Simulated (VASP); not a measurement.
# MoS2 in VASP: notebook

The runs below take MoS2 through single point, with PBEsol.

All numbers are computed with VASP 6.6.1; they aren't measurements. Logs are shortened: lines on timing, memory, paths and dates and some standing lists are left out, and cuts for length are marked.

## (1) The cell of the first run

The cell holds a slab with vacuum, 6 atoms: a = 3.141 Å, b = 3.141 Å, c = 21.568 Å, α = 90.00°, β = 90.00°, γ = 120.00°.

## (2) Single point, PBEsol

Contents of INCAR:

```
SYSTEM = MoS2
PREC = Accurate
ENCUT = 520
EDIFF = 1E-6
ISMEAR = 0
SIGMA = 0.02
LREAL = .FALSE.
LASPH = .TRUE.
NELM = 60
ALGO = Normal
ISIF = 2
LWAVE = .FALSE.
LCHARG = .FALSE.
GGA = PS
NBANDS = 35
```

Contents of KPOINTS:

```
Automatic mesh
0
G
  12 12 2
  0 0 0
```

Contents of POSCAR:

```
MoS2
1.0
    3.1409022007      0.0000000000      0.0000000000
   -1.5704511003      2.7201010966      0.0000000000
    0.0000000000      0.0000000000     21.5684981881
Mo S
2 4
Direct
    0.6666666667      0.3333333333      0.1457622712
    0.3333333333      0.6666666667      0.8542377288
    0.3333333333      0.6666666667      0.2180000601
    0.6666666667      0.3333333333      0.9265416558
    0.3333333333      0.6666666667      0.0734583442
    0.6666666667      0.3333333333      0.7819999399
```

Potentials or basis: VASP PAW PBE potentials, release 64 (Mo_sv, S).

Started as:

```sh
> cat potpaw_PBE.64/Mo_sv/POTCAR potpaw_PBE.64/S/POTCAR > POTCAR
> mpirun -np 1 vasp_std > vasp.out
```

OUTCAR:

```text
SYSTEM = MoS2
   PREC = Accurate
   ENCUT = 520
   EDIFF = 1E-6
   ISMEAR = 0
   LREAL = .FALSE.
   LASPH = .TRUE.
   NELM = 60
   ISIF = 2
   GGA = PS

 ion  position               nearest neighbor table
   1  0.667  0.333  0.146-   3 2.39   3 2.39   3 2.39   5 2.39   5 2.39   5 2.39
   2  0.333  0.667  0.854-   6 2.39   6 2.39   6 2.39   4 2.39   4 2.39   4 2.39
   3  0.333  0.667  0.218-   1 2.39   1 2.39   1 2.39
   4  0.667  0.333  0.927-   2 2.39   2 2.39   2 2.39
   5  0.333  0.667  0.073-   1 2.39   1 2.39   1 2.39
   6  0.667  0.333  0.782-   2 2.39   2 2.39   2 2.39

  LATTYP: Found a hexagonal cell.
 ALAT       =     3.1409022007
 C/A-ratio  =     6.8669754134

  Lattice vectors:

 A1 = (   3.1409022007,   0.0000000000,   0.0000000000)
 A2 = (  -1.5704511003,   2.7201010966,   0.0000000000)
 A3 = (   0.0000000000,   0.0000000000,  21.5684981881)

Analysis of symmetry for initial positions (statically):
=====================================================================
 Subroutine PRICEL returns:
 Original cell was already a primitive cell.

 Routine SETGRP: Setting up the symmetry group for a
 hexagonal supercell.

 Subroutine GETGRP returns: Found 12 space group operations
 (whereof 12 operations were pure point group operations)
 out of a pool of 24 trial point group operations.

The static configuration has the point symmetry D_3d.

Analysis of symmetry for dynamics (positions and initial velocities):
=====================================================================
 Subroutine PRICEL returns:
 Original cell was already a primitive cell.

 Routine SETGRP: Setting up the symmetry group for a
 hexagonal supercell.

 Subroutine GETGRP returns: Found 12 space group operations
 (whereof 12 operations were pure point group operations)
 out of a pool of 24 trial point group operations.

The dynamic configuration has the point symmetry D_3d.

 Subroutine INISYM returns: Found 12 space group operations
 (whereof 12 operations are pure point group operations),
 and found     1 'primitive' translations

----------------------------------------------------------------------------------------

                                     Primitive cell

  volume of cell :     184.2720

  direct lattice vectors                    reciprocal lattice vectors
     3.140902201  0.000000000  0.000000000     0.318379859  0.183816697  0.000000000
    -1.570451100  2.720101097  0.000000000     0.000000000  0.367633395  0.000000000
     0.000000000  0.000000000 21.568498188     0.000000000  0.000000000  0.046363914

  length of vectors
     3.140902201  3.140902201 21.568498188     0.367633395  0.367633395  0.046363914

  position of ions in fractional coordinates (direct lattice)
     0.666666667  0.333333333  0.145762271
     0.333333333  0.666666667  0.854237729
     0.333333333  0.666666667  0.218000060
     0.666666667  0.333333333  0.926541656
     0.333333333  0.666666667  0.073458344
     0.666666667  0.333333333  0.781999940

  ion indices of the primitive-cell ions
   primitive index   ion index
                 1           1
                 2           2
                 3           3
                 4           4
                 5           5
                 6           6

----------------------------------------------------------------------------------------

 KPOINTS: Automatic mesh

Automatic generation of k-mesh.
 Grid dimensions read from file:
 generate k-points for:   12   12    2

 Generating k-lattice:

  Cartesian coordinates                     Fractional coordinates (reciprocal lattice)
     0.026531655  0.015318058  0.000000000     0.083333333  0.000000000  0.000000000
     0.000000000  0.030636116  0.000000000     0.000000000  0.083333333  0.000000000
     0.000000000  0.000000000  0.023181957     0.000000000  0.000000000  0.500000000

  Length of vectors
     0.030636116  0.030636116  0.023181957

  Shift w.r.t. Gamma in fractional coordinates (k-lattice)
     0.000000000  0.000000000  0.000000000

 Subroutine IBZKPT returns following result:
 ===========================================

 Found     38 irreducible k-points:

 Following reciprocal coordinates:
            Coordinates               Weight
  0.000000  0.000000  0.000000      1.000000
  0.083333  0.000000  0.000000      6.000000
  0.166667  0.000000  0.000000      6.000000
  0.250000  0.000000  0.000000      6.000000
  0.333333  0.000000  0.000000      6.000000
  0.416667 -0.000000  0.000000      6.000000
[... 16 lines left out ...]
  0.250000  0.000000  0.500000      6.000000
  0.333333  0.000000  0.500000      6.000000
 [... further k-points ...]
   k-points           NKPTS =     38   k-points in BZ     NKDIM =     38   number of bands    NBANDS=     35
   number of dos      NEDOS =    301   number of ions     NIONS =      6
   total plane-waves  NPLWV =  92160
   dimension x,y,z NGX =    24 NGY =   24 NGZ =  160
   dimension x,y,z NGXF=    48 NGYF=   48 NGZF=  320
   ions per type =               2   4
   NGX,Y,Z   is equivalent  to a cutoff of  12.70, 12.70, 12.33 a.u.
   NGXF,Y,Z  is equivalent  to a cutoff of  25.41, 25.41, 24.66 a.u.
 SYSTEM =  MoS2
   PREC   = accura    normal or accurate (medium, high low for compatibility)
   ISTART =      0    job   : 0-new  1-cont  2-samecut
   ICHARG =      2    charge: 1-file 2-atom 10-const
   ISPIN  =      1    spin polarized calculation?
   LNONCOLLINEAR =      F non collinear calculations
   LSORBIT =      F    spin-orbit coupling
   LASPH  =      T    aspherical Exc in radial PAW
   ENCUT  =  520.0 eV  38.22 Ry    6.18 a.u.   5.84  5.84 40.10*2*pi/ulx,y,z
   NELM   =     60;   NELMIN=  2; NELMDL= -5     # of ELM steps
   EDIFF  = 0.1E-05   stopping-criterion for ELM
   LREAL  =      F    real-space projection
   EDIFFG = 0.1E-04   stopping-criterion for IOM
   NSW    =      0    number of steps for IOM
   IBRION =     -1    ionic relax: 0-MD 1-quasi-New 2-CG
   NFREE  =      0    steps in history (QN), initial steepest desc. (CG)
   ISIF   =      2    stress and relaxation
   ISYM   =      2    0-nonsym 1-usesym 2-fastsym
   POTIM  = 0.5000    time-step for ionic-motion
   TEBEG  =    0.0;   TEEND  =   0.0 temperature during run
   PSTRESS=    0.0 pullay stress
   NELECT =      52.0000    total number of electrons
   NUPDOWN=      -1.0000    fix difference up-down
   EMIN   =  10.00;   EMAX   =-10.00  energy-range for DOS
   EFERMI =   0.00;   METHOD = LEGACY
   ISMEAR =     0;   SIGMA  =   0.02  broadening in eV -4-tet -1-fermi 0-gaus
   EFERMI_NEDOS =   21; number of points for ismear=-14 and -15
   IALGO  =     38    algorithm
   IMIX   =      4    mixing-type and parameters
     AMIX     =   0.40;   BMIX     =  1.00
     AMIX_MAG =   1.60;   BMIX_MAG =  1.00
  volume/ion in A,a.u.               =      30.71       207.25
  Fermi-wavevector in a.u.,A,eV,Ry     =   1.073799  2.029185 15.688108  1.153043
  Thomas-Fermi vector in A             =   2.209608
   LORBIT       =      0    0 simple, 1 ext, 2 COOP (PROOUT), +10 PAW based schemes
   GGA     = PS    functional components
   LHFCALC =     F    Hartree Fock is set to
   AEXX    =    0.0000 exact exchange contribution
   IVDW    =     0    specifies the selected vdW correction
   LEPSILON=     F    determine dielectric tensor
   LRPA    =     F    only Hartree local field effects (RPA)
 non-spin polarized calculation
 Gauss-broadening in eV      SIGMA  =   0.02
  energy-cutoff  :      520.00
  volume of cell :      184.27
 maximum number of plane-waves:      4992
 NGX is ok and might be reduce to    24
   NGX = 11   NGY = 11   NGZ = 81

 number of electron      52.0000001 magnetization

 Free energy of the ion-electron system (eV)
  ---------------------------------------------------
  ext. energy  EPLUGINS =         0.00000000
  ---------------------------------------------------
  free energy    TOTEN  =       -46.87801017 eV

  energy without entropy =      -46.87801017  energy(sigma->0) =      -46.87801017

 E-fermi :   1.9249     XC(G=0):  -6.7722

 val. band max:        1.7879381023   @ k =   0.0000   0.0000   0.5000
 cond. band min:       3.1825831779   @ k =   0.1667   0.1667   0.0000
 fundamental gap:      1.3946450756
 Fermi energy:         1.9248960399

 k-point     1 :       0.0000    0.0000    0.0000
  band No.  band energies     occupation
      1     -59.2740      2.00000
      2     -59.2740      2.00000
      3     -33.4858      2.00000
      4     -33.4858      2.00000
      5     -33.2223      2.00000
      6     -33.2223      2.00000
[... 27 lines left out ...]
     34       4.6220      0.00000
     35       6.8795      0.00000

 k-point     2 :       0.0833    0.0000    0.0000
  band No.  band energies     occupation
      1     -59.2709      2.00000
      2     -59.2709      2.00000
      3     -33.4799      2.00000
      4     -33.4799      2.00000
      5     -33.2521      2.00000
      6     -33.2521      2.00000
[... 27 lines left out ...]
     34       4.5293      0.00000
     35       7.0401      0.00000

 k-point     3 :       0.1667    0.0000    0.0000
  band No.  band energies     occupation
      1     -59.2626      2.00000
      2     -59.2626      2.00000
      3     -33.4638      2.00000
      4     -33.4638      2.00000
      5     -33.3330      2.00000
      6     -33.3330      2.00000
[... 27 lines left out ...]
     34       4.9661      0.00000
     35       7.4581      0.00000

 k-point     4 :       0.2500    0.0000    0.0000
  band No.  band energies     occupation
      1     -59.2513      2.00000
      2     -59.2513      2.00000
      3     -33.4419      2.00000
      4     -33.4419      2.00000
      5     -33.4417      2.00000
      6     -33.4417      2.00000
[... 27 lines left out ...]
     34       5.4239      0.00000
     35       8.0873      0.00000

 k-point     5 :       0.3333    0.0000    0.0000
  band No.  band energies     occupation
      1     -59.2399      2.00000
      2     -59.2399      2.00000
      3     -33.5490      2.00000
      4     -33.5490      2.00000
      5     -33.4195      2.00000
      6     -33.4195      2.00000
[... 638 lines left out ...]
 k-point    22 :       0.1667    0.0000    0.5000
  band No.  band energies     occupation
      1     -59.2626      2.00000
      2     -59.2626      2.00000
      3     -33.4638      2.00000
      4     -33.4638      2.00000
      5     -33.3330      2.00000
      6     -33.3330      2.00000
[... 27 lines left out ...]
     34       4.9661      0.00000
     35       7.4593      0.00000

 k-point    23 :       0.2500    0.0000    0.5000
  band No.  band energies     occupation
      1     -59.2513      2.00000
      2     -59.2513      2.00000
      3     -33.4419      2.00000
      4     -33.4419      2.00000
      5     -33.4417      2.00000
      6     -33.4417      2.00000
[... 27 lines left out ...]
     34       5.4239      0.00000
     35       8.0882      0.00000

 k-point    24 :       0.3333    0.0000    0.5000
  band No.  band energies     occupation
      1     -59.2399      2.00000
      2     -59.2399      2.00000
      3     -33.5490      2.00000
      4     -33.5490      2.00000
      5     -33.4195      2.00000
      6     -33.4195      2.00000
[... 27 lines left out ...]
     34       5.7552      0.00000
     35       8.7401      0.00000

 [... further k-points ...]

------------------------ aborting loop because EDIFF is reached ----------------------------------------

  FORCE on cell =-STRESS in cart. coord.  units (eV):
  Direction    XX          YY          ZZ          XY          YZ          ZX
  --------------------------------------------------------------------------------------
  -------------------------------------------------------------------------------------
  Total       -0.0001429     -0.0001429     -0.0320094     -0.0000000     -0.0000000      0.0000000
  in kB       -0.0012428     -0.0012428     -0.2783097     -0.0000000     -0.0000000      0.0000000
  external PRESSURE =      -0.0935984 kB  Pullay stress =       0.0000000 kB

 VOLUME and BASIS-vectors are now :
 -----------------------------------------------------------------------------
  energy-cutoff  :      520.00
  volume of cell :      184.27
      direct lattice vectors                 reciprocal lattice vectors
     3.140902201  0.000000000  0.000000000     0.318379859  0.183816697  0.000000000
    -1.570451100  2.720101097  0.000000000     0.000000000  0.367633395  0.000000000
     0.000000000  0.000000000 21.568498188     0.000000000  0.000000000  0.046363914

 POSITION                                       TOTAL-FORCE (eV/Angst)
 -----------------------------------------------------------------------------------
      1.57045      0.90670      3.14387        -0.000000     -0.000000      0.000623
     -0.00000      1.81340     18.42462         0.000000      0.000000     -0.000623
     -0.00000      1.81340      4.70193         0.000000      0.000000      0.001137
      1.57045      0.90670     19.98411         0.000000      0.000000      0.000752
     -0.00000      1.81340      1.58439        -0.000000      0.000000     -0.000752
      1.57045      0.90670     16.86656         0.000000     -0.000000     -0.001137
 -----------------------------------------------------------------------------------
    total drift:                                0.000000     -0.000000      0.000000

  FREE ENERGIE OF THE ION-ELECTRON SYSTEM (eV)
  ---------------------------------------------------
  free  energy   TOTEN  =       -46.8780101665 eV

  energy  without entropy=      -46.8780101665  energy(sigma->0) =      -46.87801017
```

Run time: 4 min. Hardware: 1 thread of Intel Xeon Platinum 8259CL at 2.50GHz (Skylake/Cascade Lake), shared host; peak memory 0.39 GiB.

What came out:

| Property | Result |
| --- | --- |
| Free energy | -46.8780 eV |
| Band gap on the k mesh | 1.39 eV (least direct gap 1.78 eV) |

Caveat: the PAW data sets were made with another functional, which shifts forces and pressure a little.

## (3) Single point, PBEsol

Contents of INCAR:

```
SYSTEM = MoS2
ALGO = Normal
EDIFF = 1E-6
ENCUT = 520
GGA = PS
ISIF = 2
ISMEAR = 1
LASPH = .True.
LCHARG = .True.
LELF = .True.
LREAL = .False.
LVHAR = .True.
LWAVE = .False.
NBANDS = 35
NELM = 100
PREC = Accurate
SIGMA = 0.02
```

Contents of KPOINTS:

```
k-points
0
Gamma
  12 12 2
  0 0 0
```

POSCAR is that of step 2.

Potentials or basis: VASP PAW PBE potentials, release 64 (Mo_sv, S).

Started as:

```sh
> cat potpaw_PBE.64/Mo_sv/POTCAR potpaw_PBE.64/S/POTCAR > POTCAR
> mpirun -np 1 vasp_std > vasp.out
```

Run time: 4.3 min. Hardware: 1 thread of Intel Xeon Platinum 8259CL at 2.50GHz (Skylake/Cascade Lake), shared host; peak memory 0.39 GiB.

Results (log left out):

```yaml
Free_energy: -46.8780 eV
Band_gap_on_the_k_mesh: 1.39 eV (least direct gap 1.78 eV)
```

Levels at points of the mesh, in eV from the valence-band top:
| k point | band 23 | band 24 | band 25 | band 26 | band 27 | band 28 | band 29 | band 30 |
| --- | --- | --- | --- | --- | --- | --- | --- | --- |
| (0.00, 0.00, 0.00) | -1.81 | -1.75 | -0.63 | 0.00 | 2.52 | 2.52 | 2.53 | 2.53 |
| (0.50, 0.00, 0.00) | -1.29 | -1.21 | -1.05 | -1.01 | 2.04 | 2.05 | 2.49 | 2.62 |
| (0.00, 0.00, 0.50) | -1.81 | -1.75 | -0.63 | 0.00 | 2.52 | 2.52 | 2.53 | 2.53 |
| (0.50, 0.00, 0.50) | -1.29 | -1.21 | -1.05 | -1.01 | 2.04 | 2.05 | 2.49 | 2.62 |

Caveat: the PAW data sets were made with another functional, which shifts forces and pressure a little.

## (4) Single point, PBEsol

Contents of INCAR:

```
SYSTEM = MoS2
PREC = Accurate
ENCUT = 520
EDIFF = 1E-6
ISMEAR = 0
SIGMA = 0.02
LREAL = .FALSE.
LASPH = .TRUE.
NELM = 60
ALGO = Normal
ISIF = 2
LWAVE = .FALSE.
LCHARG = .FALSE.
GGA = PS
NBANDS = 35
```

Contents of KPOINTS:

```
Automatic mesh
0
G
  12 12 2
  0 0 0
```

Contents of POSCAR:

```
MoS2
1.0
    3.1409022222      0.0000000000      0.0000000000
   -1.5704511111      2.7201011152      0.0000000000
    0.0000000000      0.0000000000     21.5684991193
Mo S
2 4
Direct
    0.6666666667      0.3333333333      0.1457622454
    0.3333333333      0.6666666667      0.8542377546
    0.3333333333      0.6666666667      0.2180000306
    0.6666666667      0.3333333333      0.9265416789
    0.3333333333      0.6666666667      0.0734583211
    0.6666666667      0.3333333333      0.7819999694
```

Started as:

```sh
> cat potpaw_PBE.64/Mo_sv/POTCAR potpaw_PBE.64/S/POTCAR > POTCAR
> mpirun -np 1 vasp_std > vasp.out
```

Wall time 6.9 min (1 thread of AMD EPYC 7R13, shared host); peak memory 0.37 GiB.

It converged, with:

```
Free energy            : -46.8780 eV
Band gap on the k mesh : 1.39 eV (least direct gap 1.78 eV)
```

Levels at points of the mesh, in eV from the valence-band top:
```tsv
k point	band 22	band 23	band 24	band 25	band 26	band 27	band 28	band 29	band 30	band 31
(0.00, 0.00, 0.00)	-1.81	-1.81	-1.75	-0.63	0.00	2.52	2.52	2.53	2.53	2.77
(0.50, 0.00, 0.00)	-2.26	-1.29	-1.21	-1.05	-1.01	2.04	2.05	2.49	2.62	3.40
(0.00, 0.00, 0.50)	-1.81	-1.81	-1.75	-0.63	0.00	2.52	2.52	2.53	2.53	2.77
(0.50, 0.00, 0.50)	-2.26	-1.29	-1.21	-1.05	-1.01	2.04	2.05	2.49	2.62	3.40
```

Caveat: the PAW data sets were made with another functional, which shifts forces and pressure a little.
